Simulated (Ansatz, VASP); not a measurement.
# Two plane-wave programs on AlN

```
Al N
1.0
     3.10657    0.00000    0.00000
    -1.55328    2.69037    0.00000
     0.00000    0.00000    4.97807
Al N
2 2
Direct
  0.33333 0.66667 0.00017
  0.66667 0.33333 0.50017
  0.33333 0.66667 0.38183
  0.66667 0.33333 0.88183
```

Alike in both runs: functional r2SCAN; k mesh 9 × 9 × 6; occupations gaussian, width 0.02 eV; no spin polarisation.

Ansatz relaxed the structure, and its values are those at the end. VASP's run is a single point on that final structure, the one shown.

```csv
,VASP,Ansatz
version,VASP 6.6.1,Ansatz 0.2.0
potentials or method,"VASP PAW PBE potentials, release 64 (Al, N), cutoff 520 eV","scalar-relativistic, plane waves, PAW"
valence electrons in the cell,16,16
```

|  | VASP | Ansatz | Ansatz less VASP |
| --- | --- | --- | --- |
| gap on the k mesh at the Fermi level (eV) | 4.92 | 4.87 | -0.049 |
| least direct gap on the mesh (eV) | 4.92 | 4.87 | -0.049 |
| pressure (GPa) | -0.4 | 0.0 | +0.36 |

VASP's potentials were made for PBE, not for r2SCAN. With one functional, cell and mesh, what is left measures potentials, basis and numerics.
